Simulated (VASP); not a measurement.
# HC12 in VASP: further runs, part 2 of 2

VASP 6.6.1.

### 3 Single point, LDA

Contents of INCAR:

```
PREC = Accurate
ENCUT = 520
EDIFF = 1E-6
ISMEAR = 0
SIGMA = 0.05
LREAL = Auto
LASPH = T
NELM = 60
ALGO = Normal
ISIF = 2
LWAVE = F
LCHARG = T
LDIPOL = T
IDIPOL = 3
DIPOL = 0.5 0.5 0.294
GGA = CA
LELF = T
LVHAR = T
LVACPOTAV = T
NBANDS = 68
```

Contents of KPOINTS:

```
regular mesh
0
Gamma
  6 4 1
```

Contents of POSCAR:

```
HC12
1.0
    4.8892663280      0.0000000000      0.0000000000
   -2.4446331640      6.7739291692      0.0000000000
    0.0000000000      0.0000000000     22.7684096771
C H
24 2
Direct
    0.4020794403      0.3041588806      0.1756820110
    0.4020794403      0.8041588805      0.1756820110
    0.9020794403      0.3041588806      0.1756820110
    0.9020794403      0.8041588805      0.1756820110
    0.1630408159      0.3260816317      0.2059829668
    0.1630408159      0.8260816317      0.2059829668
    0.6630408159      0.3260816317      0.2059829668
    0.6630408159      0.8260816317      0.2059829668
    0.1846395683      0.3692791367      0.2666259491
    0.1846395683      0.8692791367      0.2666259491
    0.6846395683      0.3692791367      0.2666259491
    0.6846395683      0.8692791367      0.2666259491
    0.4461625696      0.3923265051      0.2960492075
    0.4461625696      0.8923265051      0.2960492075
    0.9461625696      0.3923265051      0.2960492075
    0.9461625696      0.8923265051      0.2960492075
    0.4715644646      0.4431294558      0.3591099590
    0.4715644646      0.9431294558      0.3591099590
    0.9715644646      0.4431294558      0.3591099590
    0.9715644646      0.9431294558      0.3591099590
    0.2327030006      0.4654044969      0.3851129614
    0.2327030006      0.9654044969      0.3851129614
    0.7327030006      0.4654044969      0.3851129614
    0.7327030006      0.9654044969      0.3851129614
    0.2327030006      0.9015988039      0.4470408703
    0.2327030006      1.0292101898      0.4470408703
```

Potentials or basis: VASP PAW LDA potentials, release 64 (C, H).

Run with:

```console
> cat potpaw_LDA.64/C/POTCAR potpaw_LDA.64/H/POTCAR > POTCAR
> mpirun -np 1 vasp_std > vasp.out
```

OUTCAR:

```text
PREC = Accurate
   ENCUT = 520
   EDIFF = 1E-6
   ISMEAR = 0
   LREAL = Auto
   LASPH = T
   NELM = 60
   ISIF = 2
   GGA = CA

 ion  position               nearest neighbor table
   1  0.402  0.304  0.176-   5 1.41   7 1.41
   2  0.402  0.804  0.176-   8 1.41   6 1.41
   3  0.902  0.304  0.176-   7 1.41   5 1.41
   4  0.902  0.804  0.176-   6 1.41   8 1.41
   5  0.163  0.326  0.206-   1 1.41   3 1.41   9 1.41
   6  0.163  0.826  0.206-   4 1.41   2 1.41  10 1.41
   7  0.663  0.326  0.206-   3 1.41   1 1.41  11 1.41
   8  0.663  0.826  0.206-   2 1.41   4 1.41  12 1.41
   9  0.185  0.369  0.267-  13 1.40  15 1.40   5 1.41
  10  0.185  0.869  0.267-  14 1.40  16 1.40   6 1.41
[... 8 lines left out ...]
  19  0.972  0.443  0.359-  23 1.37  21 1.37  15 1.48
  20  0.972  0.943  0.359-  24 1.37  22 1.37  16 1.48
  21  0.233  0.465  0.385-  17 1.37  19 1.37
  22  0.233  0.965  0.385-  18 1.37  20 1.37
  23  0.733  0.465  0.385-  19 1.37  17 1.37
  24  0.733  0.965  0.385-  20 1.37  18 1.37
  25  0.233  0.902  0.447-
  26  0.233  0.029  0.447-

[... 254 lines left out ...]

 k-point     1 :       0.0000    0.0000    0.0000
  band No.  band energies     occupation
      1     -21.9658      2.00000
      2     -21.6264      2.00000
      3     -20.3673      2.00000
      4     -19.9894      2.00000
      5     -17.9891      2.00000
      6     -17.5983      2.00000
[... 885 lines left out ...]
     60       2.4116      0.00000
     61       2.5414      0.00000
 [bands above 61 left out]

------------------------ aborting loop because EDIFF is reached ----------------------------------------

  FORCE on cell =-STRESS in cart. coord.  units (eV):
  Direction    XX          YY          ZZ          XY          YZ          ZX
  --------------------------------------------------------------------------------------
  -------------------------------------------------------------------------------------
  Total        5.0018073     -1.6383353     -2.8147235      0.1824083      0.5073704      0.0794308
  in kB       10.6272402     -3.4809383     -5.9803869      0.3875594      1.0779997      0.1687650
  external PRESSURE =       0.3886384 kB  Pullay stress =       0.0000000 kB

 VOLUME and BASIS-vectors are now :
 -----------------------------------------------------------------------------
  energy-cutoff  :      520.00
  volume of cell :      754.08
      direct lattice vectors                 reciprocal lattice vectors
     4.889266328  0.000000000  0.000000000     0.204529664  0.073812405  0.000000000
    -2.444633164  6.773929169  0.000000000     0.000000000  0.147624809  0.000000000
     0.000000000  0.000000000 22.768409677     0.000000000  0.000000000  0.043920503

 POSITION                                       TOTAL-FORCE (eV/Angst)
 -----------------------------------------------------------------------------------
      1.22232      2.06035      4.00000         0.004435      0.337477      1.910152
      0.00000      5.44732      4.00000         0.334117      0.384979      2.091107
      3.66695      2.06035      4.00000        -0.002209      0.355739      1.893886
      2.44463      5.44732      4.00000        -0.333681      0.409643      2.089730
      0.00000      2.20885      4.68990         0.002235     -0.756012     -3.551658
     -1.22232      5.59582      4.68990        -0.002199     -0.848869     -3.862015
[... 18 lines left out ...]
     -1.06633      6.10737     10.17841        -0.141398     -0.290099     -1.514997
      1.06634      0.19787     10.17841         0.188838      0.261492     -1.891215
 -----------------------------------------------------------------------------------
    total drift:                               -0.009900      0.010974      0.023488

  FREE ENERGIE OF THE ION-ELECTRON SYSTEM (eV)
  ---------------------------------------------------
  free  energy   TOTEN  =      -222.2349374539 eV

  energy  without entropy=     -222.2093734178  energy(sigma->0) =     -222.22215544

 vacuum level on the upper side and lower side of the slab         1.828         3.957
```

OSZICAR:

```text
N       E                     dE             d eps       ncg     rms          rms(c)
DAV:   1     0.778636718493E+03    0.77864E+03   -0.39270E+04  1952   0.114E+03
DAV:   2    -0.108377898555E+03   -0.88701E+03   -0.85151E+03  2784   0.277E+02
DAV:   3    -0.234562632627E+03   -0.12618E+03   -0.12425E+03  2220   0.107E+02
[... 27 lines left out ...]
DAV:  31    -0.222234929277E+03   -0.57888E-05   -0.16791E-07  1484   0.118E-03    0.167E-03
DAV:  32    -0.222234933860E+03   -0.45833E-05   -0.14785E-07  1500   0.841E-04    0.769E-04
DAV:  33    -0.222234935797E+03   -0.19369E-05   -0.69720E-08  1468   0.547E-04    0.280E-04
DAV:  34    -0.222234936965E+03   -0.11676E-05   -0.41448E-08  1336   0.360E-04    0.197E-04
DAV:  35    -0.222234937454E+03   -0.48911E-06   -0.24272E-08  1296   0.233E-04
   1 F= -.22223494E+03 E0= -.22222216E+03  d E =-.255640E-01
```

stdout:

```text
POSCAR found type information on POSCAR C H
 POSCAR found :  2 types and      26 ions
 scaLAPACK will be used
 LDA part: xc-table for (Slater(with rela. corr.)+CA(PZ))
 , standard interpolation
 -----------------------------------------------------------------------------
[... 33 lines left out ...]
|     Did not find any points to average over, which means that no vacuum     |
|     field-free region was found. Please increase the size of  your cell     |
|     in the dimension of the dipole correction to obtain accurate            |
|     workfunction values.                                                    |
|                                                                             |
 -----------------------------------------------------------------------------
```

Run time: 30 min. Hardware: 1 thread of Intel Xeon Platinum 8259CL at 2.50GHz (Skylake/Cascade Lake), shared host; peak memory 0.8 GiB.

Results:

* Free energy: -222.2349 eV
* Largest force: 3.954 eV/Å
* Band gap on the k mesh: zero (bands 49 and 50 overlap by 0.01 eV)

Forces on the atoms (eV/Å):
```
C    0.004  0.337  1.910
C    0.334  0.385  2.091
C   -0.002  0.356  1.894
C   -0.334  0.410  2.090
C    0.002 -0.756 -3.552
C   -0.002 -0.849 -3.862
C   -0.001 -0.754 -3.539
C    0.006 -0.661 -3.099
C   -0.025  0.383  1.554
C   -0.021  0.298  1.231
C    0.019  0.383  1.548
C    0.007  0.384  1.348
C    0.009  0.007  0.067
C   -0.095  0.288  0.718
C   -0.004  0.070  0.027
C    0.101  0.241  0.700
C    0.004 -0.068 -0.361
C    1.881 -0.131 -0.715
C    0.005 -0.094 -0.412
C   -1.903 -0.480 -0.699
C   -0.036  0.140  0.466
C   -0.095 -0.068  2.774
C    0.024  0.126  0.414
C    0.073  0.081  0.812
H   -0.141 -0.290 -1.515
H    0.189  0.261 -1.891
```

### 4 Single point, LDA

Contents of INCAR:

```
ALGO = Normal
DIPOL = 0.5 0.5 0.293
EDIFF = 1E-6
ENCUT = 520
IDIPOL = 3
ISIF = 2
ISMEAR = 0
LASPH = T
LCHARG = T
LDIPOL = T
LELF = T
LREAL = Auto
LVACPOTAV = T
LVHAR = T
LWAVE = F
NBANDS = 68
NELM = 80
PREC = Accurate
SIGMA = 0.05
```

Contents of KPOINTS:

```
k-points
0
Gamma
  6 4 1
```

Changes to POSCAR since step 3:

```diff
@@ -32,3 +32,3 @@
     0.7327030006      0.9654044969      0.3851129614
-    0.2327030006      0.9015988039      0.4470408703
-    0.2327030006      1.0292101898      0.4470408703
+    0.2327030006      0.8370293867      0.4329863094
+    0.2327030006      1.0937796070      0.4329863094
```

Potentials or basis: VASP PAW LDA potentials, release 64 (C, H).

Run with:

```console
> cat potpaw_LDA.64/C/POTCAR potpaw_LDA.64/H/POTCAR > POTCAR
> mpirun -np 1 vasp_std > vasp.out
```

OUTCAR:

```text
EDIFF = 1E-6
   ENCUT = 520
   ISIF = 2
   ISMEAR = 0
   LASPH = T
   LREAL = Auto
   NELM = 80
   PREC = Accurate

 ion  position               nearest neighbor table
   1  0.402  0.304  0.176-   5 1.41   7 1.41
   2  0.402  0.804  0.176-   8 1.41   6 1.41
   3  0.902  0.304  0.176-   7 1.41   5 1.41
   4  0.902  0.804  0.176-   6 1.41   8 1.41
   5  0.163  0.326  0.206-   1 1.41   3 1.41   9 1.41
   6  0.163  0.826  0.206-   4 1.41   2 1.41  10 1.41
   7  0.663  0.326  0.206-   3 1.41   1 1.41  11 1.41
   8  0.663  0.826  0.206-   2 1.41   4 1.41  12 1.41
   9  0.185  0.369  0.267-  13 1.40  15 1.40   5 1.41
  10  0.185  0.869  0.267-  14 1.40  16 1.40   6 1.41
[... 8 lines left out ...]
  19  0.972  0.443  0.359-  23 1.37  21 1.37  15 1.48
  20  0.972  0.943  0.359-  24 1.37  22 1.37  16 1.48
  21  0.233  0.465  0.385-  17 1.37  19 1.37
  22  0.233  0.965  0.385-  18 1.37  20 1.37  26 1.43  25 1.43
  23  0.733  0.465  0.385-  19 1.37  17 1.37
  24  0.733  0.965  0.385-  20 1.37  18 1.37
  25  0.233  0.837  0.433-  22 1.43
  26  0.233  0.094  0.433-  22 1.43

  LATTYP: Found a base centered orthorhombic cell.
 ALAT       =     4.8892663280
 B/A-ratio  =     2.7709389159
 C/A-ratio  =     4.6568151845

  Lattice vectors:

 A1 = (   2.4446331640,  -6.7739291692,   0.0000000000)
 A2 = (   2.4446331640,   6.7739291692,   0.0000000000)
 A3 = (   0.0000000000,   0.0000000000,  22.7684096771)

Analysis of symmetry for initial positions (statically):
=====================================================================
 Subroutine PRICEL returns:
 Original cell was already a primitive cell.

 Routine SETGRP: Setting up the symmetry group for a
 base centered orthorhombic supercell.

 Subroutine GETGRP returns: Found  1 space group operations
 (whereof  1 operations were pure point group operations)
 out of a pool of  8 trial point group operations.

The static configuration has the point symmetry C_1 .

Analysis of symmetry for dynamics (positions and initial velocities):
[... 200 lines left out ...]
   LRPA    =     F    only Hartree local field effects (RPA)
 non-spin polarized calculation
 Gauss-broadening in eV      SIGMA  =   0.05
  energy-cutoff  :      520.00
  volume of cell :      754.08
 maximum number of plane-waves:     20327
   NGX = 19   NGY = 27   NGZ = 85

 dipolmoment           0.000000      0.000000      0.060650 electrons x Angstroem

 number of electron      98.0000000 magnetization

 dipolmoment           0.000000      0.000000     -0.272828 electrons x Angstroem

 Free energy of the ion-electron system (eV)
  ---------------------------------------------------
  ext. energy  EPLUGINS =         0.00000000
  ---------------------------------------------------
  free energy    TOTEN  =      -222.94639773 eV

  energy without entropy =     -222.92610655  energy(sigma->0) =     -222.93625214

 E-fermi :  -3.2765     XC(G=0):  -3.8604

 val. band max:       -3.2794227464   @ k =   0.3333   0.0000   0.0000
 cond. band min:      -3.2729632457   @ k =   0.5000   0.0000   0.0000
 fundamental gap:      0.0064595006
 Fermi energy:        -3.2765280696

 k-point     1 :       0.0000    0.0000    0.0000
  band No.  band energies     occupation
      1     -22.2133      2.00000
      2     -21.8789      2.00000
      3     -20.5565      2.00000
      4     -20.2287      2.00000
      5     -18.1247      2.00000
      6     -17.8557      2.00000
[... 885 lines left out ...]
     60       2.1930      0.00000
     61       2.4846      0.00000
 [bands above 61 left out]

------------------------ aborting loop because EDIFF is reached ----------------------------------------

  FORCE on cell =-STRESS in cart. coord.  units (eV):
  Direction    XX          YY          ZZ          XY          YZ          ZX
  --------------------------------------------------------------------------------------
  -------------------------------------------------------------------------------------
  Total        6.1910969     -4.6270995     -1.5536643      2.5354269      0.8411145      0.0963473
  in kB       13.1541000     -9.8311059     -3.3010395      5.3869709      1.7870992      0.2047072
  external PRESSURE =       0.0073182 kB  Pullay stress =       0.0000000 kB

 VOLUME and BASIS-vectors are now :
 -----------------------------------------------------------------------------
  energy-cutoff  :      520.00
  volume of cell :      754.08
      direct lattice vectors                 reciprocal lattice vectors
     4.889266328  0.000000000  0.000000000     0.204529664  0.073812405  0.000000000
    -2.444633164  6.773929169  0.000000000     0.000000000  0.147624809  0.000000000
     0.000000000  0.000000000 22.768409677     0.000000000  0.000000000  0.043920503

 POSITION                                       TOTAL-FORCE (eV/Angst)
 -----------------------------------------------------------------------------------
      1.22232      2.06035      4.00000         0.008126      0.313450      1.810257
      0.00000      5.44732      4.00000         0.315679      0.322968      1.976782
      3.66695      2.06035      4.00000        -0.008445      0.301898      1.808891
      2.44463      5.44732      4.00000        -0.318271      0.387391      1.986642
      0.00000      2.20885      4.68990        -0.002667     -0.723165     -3.462562
     -1.22232      5.59582      4.68990        -0.003945     -0.798839     -3.677808
[... 18 lines left out ...]
     -0.90848      5.66998      9.85841        -1.285146      1.491723     -2.397408
      0.90849      0.63526      9.85841         1.403722     -1.791040     -2.874048
 -----------------------------------------------------------------------------------
    total drift:                               -0.009796      0.011151      0.023691

  FREE ENERGIE OF THE ION-ELECTRON SYSTEM (eV)
  ---------------------------------------------------
  free  energy   TOTEN  =      -222.9463977347 eV

  energy  without entropy=     -222.9261065543  energy(sigma->0) =     -222.93625214

 vacuum level on the upper side and lower side of the slab         2.255         3.746
```

It took 39 min on 1 thread of Intel Xeon Platinum 8259CL at 2.50GHz (Skylake/Cascade Lake), shared host; peak memory 0.8 GiB.

Results:

* Free energy: -222.9464 eV
* Largest force: 8.833 eV/Å
* Band gap on the k mesh: zero (filled and empty bands touch)

Forces on the atoms (eV/Å):
```
C    0.008  0.313  1.810
C    0.316  0.323  1.977
C   -0.008  0.302  1.809
C   -0.318  0.387  1.987
C   -0.003 -0.723 -3.463
C   -0.004 -0.799 -3.678
C    0.011 -0.714 -3.415
C    0.008 -0.636 -3.150
C   -0.033  0.396  1.521
C   -0.048  0.354  1.269
C    0.033  0.396  1.488
C    0.040  0.272  1.174
C    0.033  0.023  0.122
C    0.456  0.313  0.951
C   -0.030  0.060  0.061
C   -0.473  0.088  0.940
C    0.023 -0.065 -0.363
C    2.823  0.272 -2.635
C    0.008 -0.144 -0.455
C   -2.764 -1.049 -2.495
C   -0.084  0.257  0.578
C   -0.368  0.408  8.816
C    0.039  0.161  0.325
C    0.216  0.102  0.096
H   -1.285  1.492 -2.397
H    1.404 -1.791 -2.874
```

### 5 Single point, LDA

Contents of INCAR:

```
SYSTEM = HC12
PREC     = Accurate       ! precision mode
ENCUT    = 520            ! plane-wave cutoff, eV
EDIFF    = 1E-7           ! SCF threshold, eV
ISMEAR   = 0              ! smearing method
SIGMA    = 0.05           ! smearing width, eV
LREAL    = Auto         
LASPH    = .True.         ! aspherical terms in the spheres
NELM     = 60             ! most SCF steps
ALGO     = Normal         ! electronic algorithm
ISIF     = 2              ! what is computed and relaxed
LWAVE    = .False.        ! write WAVECAR
LCHARG   = .False.        ! write CHGCAR
LDIPOL   = .True.       
IDIPOL   = 3            
DIPOL    = 0.5 0.5 0.295
NBANDS   = 68             ! bands
```

Contents of KPOINTS:

```
regular mesh
0
Gamma
  6 4 1
  0 0 0
```

Changes to POSCAR since step 4:

```diff
@@ -32,3 +32,3 @@
     0.7327030006      0.9654044969      0.3851129614
-    0.2327030006      0.8370293867      0.4329863094
-    0.2327030006      1.0937796070      0.4329863094
+    0.2327030006      0.8370293867      0.4610954312
+    0.2327030006      1.0937796070      0.4610954312
```

Run with:

```console
> cat potpaw_LDA.64/C/POTCAR potpaw_LDA.64/H/POTCAR > POTCAR
> mpirun -np 1 vasp_std > vasp.out
```

It took 37 min on 1 thread of Intel Xeon Platinum 8259CL at 2.50GHz (Skylake/Cascade Lake), shared host; peak memory 0.8 GiB.

The run converged. Its results:

```yaml
Free_energy: -219.5624 eV
Largest_force: 4.090 eV/Å
Band_gap_on_the_k_mesh: zero (bands 49 and 50 overlap by 0.01 eV)
```

Forces in eV/Å, atoms in the order of the input:
```
C    0.032  0.321  1.898
C    0.297  0.322  2.028
C   -0.034  0.382  1.873
C   -0.299  0.431  2.025
C    0.002 -0.754 -3.542
C   -0.002 -0.814 -3.737
C    0.009 -0.734 -3.440
C    0.010 -0.663 -3.076
C   -0.028  0.363  1.507
C   -0.047  0.289  1.192
C    0.028  0.369  1.477
C    0.034  0.332  1.218
C    0.026  0.053  0.142
C    0.047  0.376  0.709
C   -0.024  0.054  0.098
C   -0.034  0.095  0.712
C    0.031 -0.011 -0.299
C    1.433  0.036 -0.776
C    0.002 -0.115 -0.382
C   -1.440 -0.428 -0.725
C   -0.098  0.179  0.555
C   -0.186  0.095  4.084
C    0.055  0.100  0.314
C    0.123  0.109  0.385
H   -0.441  1.036 -1.842
H    0.505 -1.421 -2.399
```

Levels at points of the mesh, in eV from the Fermi level:
```tsv
k point	band 46	band 47	band 48	band 49	band 50	band 51	band 52	band 53
(0.00, 0.00, 0.00)	-0.30	-0.27	-0.26	-0.24	-0.02	0.42	0.64	0.76
(0.50, 0.00, 0.00)	-0.15	-0.13	-0.07	-0.05	-0.01	0.08	0.09	0.86
(0.00, 0.50, 0.00)	-0.40	-0.29	-0.26	-0.11	0.06	0.46	0.51	0.88
(0.50, 0.50, 0.00)	-0.30	-0.12	-0.11	0.00	0.04	0.09	0.15	0.90
```

### 6 The runs side by side

```csv
cell,gap on the mesh (eV),largest force (eV/Å)
"as given, atomic positions A",none,15.52
"as given, atomic positions B",none,3.95
"as given, atomic positions C",none,8.83
"as given, atomic positions D",none,4.09
```

Alike in all rows: task single point; level LDA; potentials or basis VASP PAW LDA potentials, release 64 (C, H); no spin polarisation; k mesh 6 × 4 × 1; cutoff (eV) 520; smearing gaussian 0.05 eV.

Absolute energies hang on the potentials; compare differences alone.
